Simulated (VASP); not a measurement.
# Na3B in VASP: single point with PBEsol

Aim: the single point of Na3B with PBEsol.

All numbers are computed with VASP 6.6.1; they aren't measurements. Logs are shortened: lines on timing, memory, paths and dates and some standing lists are left out, and cuts for length are marked.

## 1. The cell of the first run

The cell holds a slab with vacuum, 4 atoms: a = 3.609 Å, b = 3.609 Å, c = 24.894 Å, α = 90.00°, β = 90.00°, γ = 109.47°.

## 2. Single point, PBEsol

File INCAR:

```
PREC = Accurate ; ENCUT = 520
EDIFF = 1E-6 ; ISMEAR = 0
SIGMA = 0.1 ; LREAL = False
LASPH = True ; NELM = 100
ALGO = Normal ; ISIF = 2
LWAVE = False ; LCHARG = False
LDIPOL = True ; IDIPOL = 3
DIPOL = 0.5 0.5 0.507 ; GGA = PS
NBANDS = 20
```

File KPOINTS:

```
Automatic mesh
0
Gamma
  9 9 1
```

File POSCAR:

```
Na3B
1.0
    3.6090446020      0.0000000000      0.0000000000
   -1.2030148673      3.4026398823      0.0000000000
    0.0000000000      0.0000000000     24.8935451559
Na B
3 1
Direct
    0.5000000000      0.5000000000      0.3414539772
    0.0000000000      0.0000000000      0.4573496181
    0.5000000000      0.5000000000      0.5767136647
    0.5000000000      1.0000000000      0.6540623711
```

Potentials or basis: VASP PAW PBE potentials, release 64 (Na_pv, B).

Started as:

```bash
$ cat potpaw_PBE.64/Na_pv/POTCAR potpaw_PBE.64/B/POTCAR > POTCAR
$ mpirun -np 1 vasp_std > vasp.out
```

OUTCAR:

```text
PREC = Accurate
   ENCUT = 520
   EDIFF = 1E-6
   ISMEAR = 0
   LREAL = False
   LASPH = True
   NELM = 100
   ISIF = 2
   GGA = PS

 ion  position               nearest neighbor table
   1  0.500  0.500  0.341-
   2  0.000  0.000  0.457-
   3  0.500  0.500  0.577-
   4  0.500  0.000  0.654-

  LATTYP: Found a base centered orthorhombic cell.
 ALAT       =     4.1673657450
 B/A-ratio  =     1.4142135624
 C/A-ratio  =     5.9734486193

  Lattice vectors:

 A1 = (   3.6090446020,   0.0000000000,   0.0000000000)
 A2 = (  -1.2030148673,   3.4026398823,   0.0000000000)
 A3 = (   0.0000000000,   0.0000000000,  24.8935451559)

Analysis of symmetry for initial positions (statically):
=====================================================================
 Subroutine PRICEL returns:
 Original cell was already a primitive cell.

 Routine SETGRP: Setting up the symmetry group for a
 base centered orthorhombic supercell.

 Subroutine GETGRP returns: Found  2 space group operations
 (whereof  2 operations were pure point group operations)
 out of a pool of  8 trial point group operations.

The static configuration has the point symmetry C_2 .

Analysis of symmetry for dynamics (positions and initial velocities):
=====================================================================
 Subroutine PRICEL returns:
 Original cell was already a primitive cell.

 Routine SETGRP: Setting up the symmetry group for a
 base centered orthorhombic supercell.

 Subroutine GETGRP returns: Found  2 space group operations
 (whereof  2 operations were pure point group operations)
 out of a pool of  8 trial point group operations.

The dynamic configuration has the point symmetry C_2 .

 Subroutine INISYM returns: Found  2 space group operations
 (whereof  2 operations are pure point group operations),
 and found     1 'primitive' translations

----------------------------------------------------------------------------------------

                                     Primitive cell

  volume of cell :     305.6997

  direct lattice vectors                    reciprocal lattice vectors
     3.609044602  0.000000000  0.000000000     0.277081641  0.097963154  0.000000000
    -1.203014867  3.402639882  0.000000000     0.000000000  0.293889461  0.000000000
     0.000000000  0.000000000 24.893545156     0.000000000  0.000000000  0.040171056

  length of vectors
     3.609044602  3.609044602 24.893545156     0.293889461  0.293889461  0.040171056

  position of ions in fractional coordinates (direct lattice)
     0.500000000  0.500000000  0.341453977
     0.000000000  0.000000000  0.457349618
     0.500000000  0.500000000  0.576713665
     0.500000000  0.000000000  0.654062371

  ion indices of the primitive-cell ions
   primitive index   ion index
                 1           1
                 2           2
                 3           3
                 4           4

----------------------------------------------------------------------------------------

 KPOINTS: Automatic mesh

Automatic generation of k-mesh.
 Grid dimensions read from file:
 generate k-points for:    9    9    1

 Generating k-lattice:

  Cartesian coordinates                     Fractional coordinates (reciprocal lattice)
     0.030786849  0.010884795  0.000000000     0.111111111  0.000000000  0.000000000
     0.000000000  0.032654385  0.000000000     0.000000000  0.111111111  0.000000000
     0.000000000  0.000000000  0.040171056     0.000000000  0.000000000  1.000000000

  Length of vectors
     0.032654385  0.032654385  0.040171056

  Shift w.r.t. Gamma in fractional coordinates (k-lattice)
     0.000000000  0.000000000  0.000000000

 Subroutine IBZKPT returns following result:
 ===========================================

 Found     41 irreducible k-points:

 Following reciprocal coordinates:
            Coordinates               Weight
  0.000000  0.000000  0.000000      1.000000
  0.111111  0.000000  0.000000      2.000000
  0.000000  0.111111  0.000000      2.000000
  0.222222  0.000000  0.000000      2.000000
  0.000000  0.222222  0.000000      2.000000
  0.333333  0.000000  0.000000      2.000000
[... 16 lines left out ...]
 -0.111111  0.111111  0.000000      2.000000
  0.222222  0.222222  0.000000      2.000000
 [... further k-points ...]
   k-points           NKPTS =     41   k-points in BZ     NKDIM =     41   number of bands    NBANDS=     20
   number of dos      NEDOS =    301   number of ions     NIONS =      4
   total plane-waves  NPLWV = 150528
   dimension x,y,z NGX =    28 NGY =   28 NGZ =  192
   dimension x,y,z NGXF=    56 NGYF=   56 NGZF=  384
   ions per type =               3   1
   NGX,Y,Z   is equivalent  to a cutoff of  12.90, 12.90, 12.82 a.u.
   NGXF,Y,Z  is equivalent  to a cutoff of  25.80, 25.80, 25.64 a.u.
 SYSTEM =  unknown system
   PREC   = accura    normal or accurate (medium, high low for compatibility)
   ISTART =      0    job   : 0-new  1-cont  2-samecut
   ICHARG =      2    charge: 1-file 2-atom 10-const
   ISPIN  =      1    spin polarized calculation?
   LNONCOLLINEAR =      F non collinear calculations
   LSORBIT =      F    spin-orbit coupling
   LASPH  =      T    aspherical Exc in radial PAW
   ENCUT  =  520.0 eV  38.22 Ry    6.18 a.u.   6.71  6.71 46.29*2*pi/ulx,y,z
   NELM   =    100;   NELMIN=  2; NELMDL= -5     # of ELM steps
   EDIFF  = 0.1E-05   stopping-criterion for ELM
   LREAL  =      F    real-space projection
   EDIFFG = 0.1E-04   stopping-criterion for IOM
   NSW    =      0    number of steps for IOM
   IBRION =     -1    ionic relax: 0-MD 1-quasi-New 2-CG
   NFREE  =      0    steps in history (QN), initial steepest desc. (CG)
   ISIF   =      2    stress and relaxation
   ISYM   =      2    0-nonsym 1-usesym 2-fastsym
   POTIM  = 0.5000    time-step for ionic-motion
   TEBEG  =    0.0;   TEEND  =   0.0 temperature during run
   PSTRESS=    0.0 pullay stress
   NELECT =      24.0000    total number of electrons
   NUPDOWN=      -1.0000    fix difference up-down
   EMIN   =  10.00;   EMAX   =-10.00  energy-range for DOS
   EFERMI =   0.00;   METHOD = LEGACY
   ISMEAR =     0;   SIGMA  =   0.10  broadening in eV -4-tet -1-fermi 0-gaus
   EFERMI_NEDOS =   21; number of points for ismear=-14 and -15
   IALGO  =     38    algorithm
   IMIX   =      4    mixing-type and parameters
     AMIX     =   0.40;   BMIX     =  1.00
     AMIX_MAG =   1.60;   BMIX_MAG =  1.00
  volume/ion in A,a.u.               =      76.42       515.74
  Fermi-wavevector in a.u.,A,eV,Ry     =   0.700993  1.324684  6.685780  0.491391
  Thomas-Fermi vector in A             =   1.785298
   LORBIT       =      0    0 simple, 1 ext, 2 COOP (PROOUT), +10 PAW based schemes
   GGA     = PS    functional components
   LHFCALC =     F    Hartree Fock is set to
   AEXX    =    0.0000 exact exchange contribution
   IVDW    =     0    specifies the selected vdW correction
   LEPSILON=     F    determine dielectric tensor
   LRPA    =     F    only Hartree local field effects (RPA)
 non-spin polarized calculation
 Gauss-broadening in eV      SIGMA  =   0.10
  energy-cutoff  :      520.00
  volume of cell :      305.70
 maximum number of plane-waves:      8256
   NGX = 13   NGY = 13   NGZ = 93

 number of electron      24.0000022 magnetization

 dipolmoment           0.000000      0.000000      0.138274 electrons x Angstroem

 Free energy of the ion-electron system (eV)
  ---------------------------------------------------
  ext. energy  EPLUGINS =         0.00000000
  ---------------------------------------------------
  free energy    TOTEN  =        -5.90421884 eV

  energy without entropy =       -5.88993814  energy(sigma->0) =       -5.89707849

 E-fermi :  -2.2248     XC(G=0):  -3.3996

 val. band max:       -2.2256942228   @ k =   0.0000   0.2222   0.0000
 cond. band min:      -2.2162027350   @ k =   0.2222   0.0000   0.0000
 fundamental gap:      0.0094914878
 Fermi energy:        -2.2247500670

 k-point     1 :       0.0000    0.0000    0.0000
  band No.  band energies     occupation
      1     -27.2033      2.00000
      2     -27.1739      2.00000
      3     -27.1713      2.00000
      4     -26.9773      2.00000
      5     -26.9645      2.00000
      6     -26.9572      2.00000
[... 12 lines left out ...]
     19       2.3056      0.00000
     20       2.5987      0.00000

 k-point     2 :       0.1111    0.0000    0.0000
  band No.  band energies     occupation
      1     -27.2029      2.00000
      2     -27.1764      2.00000
      3     -27.1723      2.00000
      4     -26.9769      2.00000
      5     -26.9662      2.00000
      6     -26.9590      2.00000
[... 12 lines left out ...]
     19       2.4645      0.00000
     20       2.7503      0.00000

 k-point     3 :       0.0000    0.1111    0.0000
  band No.  band energies     occupation
      1     -27.2029      2.00000
      2     -27.1762      2.00000
      3     -27.1724      2.00000
      4     -26.9769      2.00000
      5     -26.9665      2.00000
      6     -26.9586      2.00000
[... 12 lines left out ...]
     19       2.4627      0.00000
     20       2.7484      0.00000

 k-point     4 :       0.2222    0.0000    0.0000
  band No.  band energies     occupation
      1     -27.2019      2.00000
      2     -27.1846      2.00000
      3     -27.1728      2.00000
      4     -26.9760      2.00000
      5     -26.9730      2.00000
      6     -26.9609      2.00000
[... 12 lines left out ...]
     19       2.6581      0.00000
     20       2.8973      0.00000

 k-point     5 :       0.0000    0.2222    0.0000
  band No.  band energies     occupation
      1     -27.2019      2.00000
      2     -27.1843      2.00000
      3     -27.1730      2.00000
      4     -26.9760      2.00000
      5     -26.9737      2.00000
      6     -26.9601      2.00000
[... 12 lines left out ...]
     19       2.6470      0.00000
     20       2.9096      0.00000

 k-point     6 :       0.3333    0.0000    0.0000
  band No.  band energies     occupation
      1     -27.2008      2.00000
      2     -27.1941      2.00000
      3     -27.1731      2.00000
      4     -26.9821      2.00000
      5     -26.9749      2.00000
      6     -26.9616      2.00000
[... 12 lines left out ...]
     19       1.7934      0.00000
     20       2.6021      0.00000

 k-point     7 :       0.0000    0.3333    0.0000
  band No.  band energies     occupation
      1     -27.2008      2.00000
      2     -27.1939      2.00000
      3     -27.1734      2.00000
      4     -26.9830      2.00000
      5     -26.9749      2.00000
      6     -26.9608      2.00000
[... 12 lines left out ...]
     19       1.8130      0.00000
     20       2.5550      0.00000
[... 277 lines left out ...]
 k-point    20 :       0.1111   -0.3333    0.0000
  band No.  band energies     occupation
      1     -27.2007      2.00000
      2     -27.1929      2.00000
      3     -27.1753      2.00000
      4     -26.9817      2.00000
      5     -26.9747      2.00000
      6     -26.9631      2.00000
[... 12 lines left out ...]
     19       2.4392      0.00000
     20       2.5127      0.00000

 k-point    21 :      -0.2222    0.1111    0.0000
  band No.  band energies     occupation
      1     -27.2018      2.00000
      2     -27.1836      2.00000
      3     -27.1750      2.00000
      4     -26.9758      2.00000
      5     -26.9715      2.00000
      6     -26.9637      2.00000
[... 12 lines left out ...]
     19       2.8286      0.00000
     20       3.1361      0.00000

 k-point    22 :       0.1111   -0.2222    0.0000
  band No.  band energies     occupation
      1     -27.2018      2.00000
      2     -27.1834      2.00000
      3     -27.1752      2.00000
      4     -26.9758      2.00000
      5     -26.9723      2.00000
      6     -26.9628      2.00000
[... 12 lines left out ...]
     19       2.8616      0.00000
     20       3.1373      0.00000

 k-point    23 :      -0.1111    0.1111    0.0000
  band No.  band energies     occupation
      1     -27.2027      2.00000
      2     -27.1756      2.00000
      3     -27.1752      2.00000
      4     -26.9766      2.00000
      5     -26.9661      2.00000
      6     -26.9612      2.00000
[... 12 lines left out ...]
     19       2.5143      0.00000
     20       2.8001      0.00000

 k-point    24 :       0.2222    0.2222    0.0000
  band No.  band energies     occupation
      1     -27.2004      2.00000
      2     -27.1856      2.00000
      3     -27.1847      2.00000
      4     -26.9760      2.00000
      5     -26.9746      2.00000
      6     -26.9707      2.00000
[... 12 lines left out ...]
     19       2.4378      0.00000
     20       2.5370      0.00000

 [... further k-points ...]

------------------------ aborting loop because EDIFF is reached ----------------------------------------

 vacuum level on the upper side and lower side of the slab       (xc-potential included)         0.983        -1.012

  FORCE on cell =-STRESS in cart. coord.  units (eV):
  Direction    XX          YY          ZZ          XY          YZ          ZX
  --------------------------------------------------------------------------------------
  -------------------------------------------------------------------------------------
  Total       -1.9064039     -1.1679278     -0.0024572     -0.3759891      0.0000000      0.0000000
  in kB       -9.9914959     -6.1211296     -0.0128782     -1.9705654      0.0000000      0.0000000
  external PRESSURE =      -5.3751679 kB  Pullay stress =       0.0000000 kB

 VOLUME and BASIS-vectors are now :
 -----------------------------------------------------------------------------
  energy-cutoff  :      520.00
  volume of cell :      305.70
      direct lattice vectors                 reciprocal lattice vectors
     3.609044602  0.000000000  0.000000000     0.277081641  0.097963154  0.000000000
    -1.203014867  3.402639882  0.000000000     0.000000000  0.293889461  0.000000000
     0.000000000  0.000000000 24.893545156     0.000000000  0.000000000  0.040171056

 POSITION                                       TOTAL-FORCE (eV/Angst)
 -----------------------------------------------------------------------------------
      1.20301      1.70132      8.50000        -0.000000      0.000000      0.005308
      0.00000      0.00000     11.38505         0.000000      0.000000     -0.009257
      1.20301      1.70132     14.35645        -0.000000      0.000000      0.001942
      1.80452      0.00000     16.28193         0.000000      0.000000      0.002006
 -----------------------------------------------------------------------------------
    total drift:                                0.000000      0.000000     -0.001050

  FREE ENERGIE OF THE ION-ELECTRON SYSTEM (eV)
  ---------------------------------------------------
  free  energy   TOTEN  =        -5.9042188398 eV

  energy  without entropy=       -5.8899381435  energy(sigma->0) =       -5.89707849

 vacuum level on the upper side and lower side of the slab         2.735         0.659
```

It took 2.4 min on 1 thread of Intel Xeon 6975P-C (Granite Rapids), shared host; peak memory 0.5 GiB.

What came out:

* Free energy: -5.9042 eV
* Largest force: 0.009 eV/Å
* Band gap on the k mesh: zero (bands 12 and 13 overlap by 1.21 eV)

Forces in eV/Å, atoms in the order of the input:
```
Na   0.000  0.000  0.005
Na   0.000  0.000 -0.009
Na   0.000  0.000  0.002
B    0.000  0.000  0.002
```

Caveat: the PAW data sets were made with another functional, which shifts forces and pressure a little.
